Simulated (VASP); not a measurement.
# P (P6_3/mmc) in VASP: further runs

Runs on P. Level: PBE. Tasks: single point, relaxation of cell and atoms.

Program: VASP 6.6.1. These are calculated values, not measurements. Logs are shortened: lines on timing, memory, paths and dates and some standing lists are left out, and cuts for length are marked.

## 1. The cell of the first run

It takes space group P6_3/mmc (No. 194, hexagonal). Conventional cell: a = 2.035 Å, b = 2.035 Å, c = 3.352 Å, α = 90.00°, β = 90.00°, γ = 120.00°. Within 2.7 Å of P (site symmetry -6m2) lie 12 P at 2.03 to 2.05 Å.

## 2. Single point, PBE

INCAR

```
ALGO = Normal
EDIFF = 1E-7
ENCUT = 520
GGA = PE
ISIF = 2
ISMEAR = -1
LASPH = T
LCHARG = F
LREAL = F
LWAVE = F
NBANDS = 12
NELM = 100
PREC = Accurate
SIGMA = 0.08
```

KPOINTS

```
k-points
0
Gamma
  21 21 12
```

POSCAR

```
P
1.0
    2.0348153094      0.0000000000      0.0000000000
   -1.0174076547      1.7622017500      0.0000000000
    0.0000000000      0.0000000000      3.3516144132
P
2
Direct
    0.3333333333      0.6666666667      0.2500000000
    0.6666666667      0.3333333333      0.7500000000
```

Potentials or basis: VASP PAW PBE potentials, release 64 (P).

On the command line:

```
cat potpaw_PBE.64/P/POTCAR > POTCAR
mpirun -np 1 vasp_std > vasp.out
```

OUTCAR:

```text
EDIFF = 1E-7
   ENCUT = 520
   GGA = PE
   ISIF = 2
   ISMEAR = -1
   LASPH = T
   LREAL = F
   NELM = 100
   PREC = Accurate

 ion  position               nearest neighbor table
   1  0.333  0.667  0.250-   2 2.05   2 2.05   2 2.05   2 2.05   2 2.05   2 2.05   2 2.89   2 2.89
                             2 2.89   2 2.89   2 2.89   2 2.89
   2  0.667  0.333  0.750-   1 2.05   1 2.05   1 2.05   1 2.05   1 2.05   1 2.05   1 2.89   1 2.89
                             1 2.89   1 2.89   1 2.89   1 2.89

  LATTYP: Found a hexagonal cell.
 ALAT       =     2.0348153094
 C/A-ratio  =     1.6471344587

  Lattice vectors:

 A1 = (   2.0348153094,   0.0000000000,   0.0000000000)
 A2 = (  -1.0174076547,   1.7622017500,   0.0000000000)
 A3 = (   0.0000000000,   0.0000000000,   3.3516144132)

Analysis of symmetry for initial positions (statically):
=====================================================================
 Subroutine PRICEL returns:
 Original cell was already a primitive cell.

 Routine SETGRP: Setting up the symmetry group for a
 hexagonal supercell.

 Subroutine GETGRP returns: Found 24 space group operations
 (whereof 12 operations were pure point group operations)
 out of a pool of 24 trial point group operations.

The static configuration has the point symmetry D_3d.
 The point group associated with its full space group is D_6h.

Analysis of symmetry for dynamics (positions and initial velocities):
=====================================================================
 Subroutine PRICEL returns:
 Original cell was already a primitive cell.

 Routine SETGRP: Setting up the symmetry group for a
 hexagonal supercell.

 Subroutine GETGRP returns: Found 24 space group operations
 (whereof 12 operations were pure point group operations)
 out of a pool of 24 trial point group operations.

The dynamic configuration has the point symmetry D_3d.
 The point group associated with its full space group is D_6h.

 Subroutine INISYM returns: Found 24 space group operations
 (whereof 12 operations are pure point group operations),
 and found     1 'primitive' translations

----------------------------------------------------------------------------------------

                                     Primitive cell

  volume of cell :      12.0181

  direct lattice vectors                    reciprocal lattice vectors
     2.034815309  0.000000000  0.000000000     0.491445094  0.283735957  0.000000000
    -1.017407655  1.762201750  0.000000000     0.000000000  0.567471914  0.000000000
     0.000000000  0.000000000  3.351614413     0.000000000  0.000000000  0.298363677

  length of vectors
     2.034815309  2.034815309  3.351614413     0.567471914  0.567471914  0.298363677

  position of ions in fractional coordinates (direct lattice)
     0.333333333  0.666666667  0.250000000
     0.666666667  0.333333333  0.750000000

  ion indices of the primitive-cell ions
   primitive index   ion index
                 1           1
                 2           2

----------------------------------------------------------------------------------------

 KPOINTS: k-points

Automatic generation of k-mesh.
 Grid dimensions read from file:
 generate k-points for:   21   21   12

 Generating k-lattice:

  Cartesian coordinates                     Fractional coordinates (reciprocal lattice)
     0.023402147  0.013511236  0.000000000     0.047619048 -0.000000000  0.000000000
     0.000000000  0.027022472  0.000000000     0.000000000  0.047619048  0.000000000
     0.000000000  0.000000000  0.024863640     0.000000000  0.000000000  0.083333333

  Length of vectors
     0.027022472  0.027022472  0.024863640

  Shift w.r.t. Gamma in fractional coordinates (k-lattice)
     0.000000000  0.000000000  0.000000000

 Subroutine IBZKPT returns following result:
 ===========================================

 Found    336 irreducible k-points:

 Following reciprocal coordinates:
            Coordinates               Weight
  0.000000  0.000000  0.000000      1.000000
  0.047619  0.000000  0.000000      6.000000
  0.095238  0.000000  0.000000      6.000000
  0.142857  0.000000  0.000000      6.000000
  0.190476  0.000000  0.000000      6.000000
  0.238095  0.000000  0.000000      6.000000
[... 16 lines left out ...]
  0.142857  0.095238  0.000000     12.000000
  0.190476  0.095238  0.000000     12.000000
 [... further k-points ...]
   k-points           NKPTS =    336   k-points in BZ     NKDIM =    336   number of bands    NBANDS=     12
   number of dos      NEDOS =    301   number of ions     NIONS =      2
   total plane-waves  NPLWV =   7168
   dimension x,y,z NGX =    16 NGY =   16 NGZ =   28
   dimension x,y,z NGXF=    32 NGYF=   32 NGZF=   56
   ions per type =               2
   NGX,Y,Z   is equivalent  to a cutoff of  13.07, 13.07, 13.89 a.u.
   NGXF,Y,Z  is equivalent  to a cutoff of  26.14, 26.14, 27.78 a.u.
 SYSTEM =  unknown system
   PREC   = accura    normal or accurate (medium, high low for compatibility)
   ISTART =      0    job   : 0-new  1-cont  2-samecut
   ICHARG =      2    charge: 1-file 2-atom 10-const
   ISPIN  =      1    spin polarized calculation?
   LNONCOLLINEAR =      F non collinear calculations
   LSORBIT =      F    spin-orbit coupling
   LASPH  =      T    aspherical Exc in radial PAW
   ENCUT  =  520.0 eV  38.22 Ry    6.18 a.u.   3.78  3.78  6.23*2*pi/ulx,y,z
   NELM   =    100;   NELMIN=  2; NELMDL= -5     # of ELM steps
   EDIFF  = 0.1E-06   stopping-criterion for ELM
   LREAL  =      F    real-space projection
   EDIFFG = 0.1E-05   stopping-criterion for IOM
   NSW    =      0    number of steps for IOM
   IBRION =     -1    ionic relax: 0-MD 1-quasi-New 2-CG
   NFREE  =      0    steps in history (QN), initial steepest desc. (CG)
   ISIF   =      2    stress and relaxation
   ISYM   =      2    0-nonsym 1-usesym 2-fastsym
   POTIM  = 0.5000    time-step for ionic-motion
   TEBEG  =    0.0;   TEEND  =   0.0 temperature during run
   PSTRESS=    0.0 pullay stress
   NELECT =      10.0000    total number of electrons
   NUPDOWN=      -1.0000    fix difference up-down
   EMIN   =  10.00;   EMAX   =-10.00  energy-range for DOS
   EFERMI =   0.00;   METHOD = LEGACY
   ISMEAR =    -1;   SIGMA  =   0.08  broadening in eV -4-tet -1-fermi 0-gaus
   EFERMI_NEDOS =   21; number of points for ismear=-14 and -15
   IALGO  =     38    algorithm
   IMIX   =      4    mixing-type and parameters
     AMIX     =   0.40;   BMIX     =  1.00
     AMIX_MAG =   1.60;   BMIX_MAG =  1.00
  volume/ion in A,a.u.               =       6.01        40.55
  Fermi-wavevector in a.u.,A,eV,Ry     =   1.539796  2.909793 32.259041  2.370973
  Thomas-Fermi vector in A             =   2.645974
   LORBIT       =      0    0 simple, 1 ext, 2 COOP (PROOUT), +10 PAW based schemes
   GGA     = PE    functional components
   LHFCALC =     F    Hartree Fock is set to
   AEXX    =    0.0000 exact exchange contribution
   IVDW    =     0    specifies the selected vdW correction
   LEPSILON=     F    determine dielectric tensor
   LRPA    =     F    only Hartree local field effects (RPA)
 non-spin polarized calculation
  energy-cutoff  :      520.00
  volume of cell :       12.02
 maximum number of plane-waves:       336
 NGX is ok and might be reduce to    16
   NGX =  7   NGY =  7   NGZ = 13

 number of electron      10.0000000 magnetization

 Free energy of the ion-electron system (eV)
  ---------------------------------------------------
  ext. energy  EPLUGINS =         0.00000000
  ---------------------------------------------------
  free energy    TOTEN  =         1.98369171 eV

  energy without entropy =        1.99203278  energy(sigma->0) =        1.98786224

 E-fermi :  27.7453     XC(G=0): -15.6759

 val. band max:       27.7422466083   @ k =   0.3333   0.0952   0.2500
 cond. band min:      27.7783481767   @ k =   0.4286   0.0952   0.5000
 fundamental gap:      0.0361015684
 Fermi energy:        27.7452896166

 k-point     1 :       0.0000    0.0000    0.0000
  band No.  band energies     occupation
      1      -1.4730      2.00000
      2       9.9129      2.00000
      3      11.5853      2.00000
      4      39.0995      0.00000
      5      39.0995      0.00000
      6      39.4593      0.00000
      7      39.4593      0.00000
      8      40.2736      0.00000
      9      47.0557      0.00000
     10      47.1297      0.00000
     11      48.0778      0.00000
     12      48.0779      0.00000

 k-point     2 :       0.0476    0.0000    0.0000
  band No.  band energies     occupation
      1      -1.3698      2.00000
      2      10.0072      2.00000
      3      11.6799      2.00000
      4      36.6011      0.00000
      5      37.6303      0.00000
      6      39.3578      0.00000
      7      41.0526      0.00000
      8      41.4363      0.00000
      9      46.5933      0.00000
     10      47.2464      0.00000
     11      47.4864      0.00000
     12      47.5215      0.00000

 k-point     3 :       0.0952    0.0000    0.0000
  band No.  band energies     occupation
      1      -1.0607      2.00000
      2      10.2905      2.00000
      3      11.9618      2.00000
      4      33.4285      0.00000
      5      36.1509      0.00000
      6      38.2139      0.00000
      7      41.9869      0.00000
      8      42.8141      0.00000
      9      43.8465      0.00000
     10      46.1839      0.00000
     11      46.3058      0.00000
     12      47.3952      0.00000

 k-point     4 :       0.1429    0.0000    0.0000
  band No.  band energies     occupation
      1      -0.5467      2.00000
      2      10.7629      2.00000
      3      12.4243      2.00000
      4      30.2112      0.00000
      5      34.8337      0.00000
      6      36.6447      0.00000
      7      40.6940      0.00000
      8      41.4928      0.00000
      9      44.0435      0.00000
     10      44.9478      0.00000
     11      45.2538      0.00000
     12      47.3986      0.00000

 k-point     5 :       0.1905    0.0000    0.0000
  band No.  band energies     occupation
      1       0.1698      2.00000
      2      11.4250      2.00000
      3      13.0535      2.00000
      4      27.0906      1.99944
      5      33.6835      0.00000
      6      34.8404      0.00000
      7      37.5169      0.00000
      8      40.2905      0.00000
      9      43.6519      0.00000
     10      44.0378      0.00000
     11      44.9721      0.00000
     12      48.1190      0.00000
[... 228 lines left out ...]
      1       9.3775      2.00000
      2       9.6851      2.00000
      3      19.9486      2.00000
      4      21.0916      2.00000
      5      21.7821      2.00000
      6      22.5621      2.00000
      7      29.4978      0.00000
      8      36.3276      0.00000
      9      38.2583      0.00000
     10      40.4048      0.00000
     11      45.8563      0.00000
     12      47.0677      0.00000

 k-point    22 :       0.0952    0.0952    0.0000
  band No.  band energies     occupation
      1      -0.2392      2.00000
      2      11.0465      2.00000
      3      12.6976      2.00000
      4      29.9496      0.00000
      5      31.0181      0.00000
      6      40.0052      0.00000
      7      40.0893      0.00000
      8      40.8922      0.00000
      9      41.7318      0.00000
     10      42.3028      0.00000
     11      44.7994      0.00000
     12      47.5403      0.00000

 k-point    23 :       0.1429    0.0952    0.0000
  band No.  band energies     occupation
      1       0.4758      2.00000
      2      11.7090      2.00000
      3      13.3187      2.00000
      4      27.1874      1.99813
      5      29.3698      0.00000
      6      37.4681      0.00000
      7      38.1033      0.00000
      8      40.4467      0.00000
      9      40.8205      0.00000
     10      41.4240      0.00000
     11      45.2202      0.00000
     12      48.1183      0.00000

 k-point    24 :       0.1905    0.0952    0.0000
  band No.  band energies     occupation
      1       1.3901      2.00000
      2      12.5620      2.00000
      3      14.0729      2.00000
      4      24.3068      2.00000
      5      28.1335      0.01550
      6      34.5793      0.00000
      7      35.8927      0.00000
      8      39.0840      0.00000
      9      40.1918      0.00000
     10      40.9742      0.00000
     11      46.3856      0.00000
     12      49.1208      0.00000

 [... further k-points ...]
[... 5 lines left out ...]
  --------------------------------------------------------------------------------------
  -------------------------------------------------------------------------------------
  Total       33.0679886     33.0679886     33.0789745      0.0000000      0.0000000      0.0000000
  in kB     4408.4273406   4408.4273408   4409.8919234      0.0000000      0.0000000      0.0000000
  external PRESSURE =    4408.9155349 kB  Pullay stress =       0.0000000 kB

 VOLUME and BASIS-vectors are now :
 -----------------------------------------------------------------------------
  energy-cutoff  :      520.00
  volume of cell :       12.02
      direct lattice vectors                 reciprocal lattice vectors
     2.034815309  0.000000000  0.000000000     0.491445094  0.283735957  0.000000000
    -1.017407655  1.762201750  0.000000000     0.000000000  0.567471914  0.000000000
     0.000000000  0.000000000  3.351614413     0.000000000  0.000000000  0.298363677

 POSITION                                       TOTAL-FORCE (eV/Angst)
 -----------------------------------------------------------------------------------
     -0.00000      1.17480      0.83790         0.000000      0.000000      0.000000
      1.01741      0.58740      2.51371        -0.000000     -0.000000      0.000000
 -----------------------------------------------------------------------------------
    total drift:                               -0.000000      0.000000     -0.000000

  FREE ENERGIE OF THE ION-ELECTRON SYSTEM (eV)
  ---------------------------------------------------
  free  energy   TOTEN  =         1.9836917124 eV

  energy  without entropy=        1.9920327753  energy(sigma->0) =        1.98786224
```

Run time: 22 s. Hardware: 1 thread of AMD EPYC 9R45 (Zen 5), shared host; peak memory 0.11 GiB.

Results:

| Property | Result |
| --- | --- |
| Free energy | 1.9837 eV |
| Pressure | 440.9 GPa |
| Band gap on the k mesh | zero (band 5 reaches 40.40 eV, above the bottom of band 6 at 18.93 eV) |

(Part 1 of 2 ends here.)
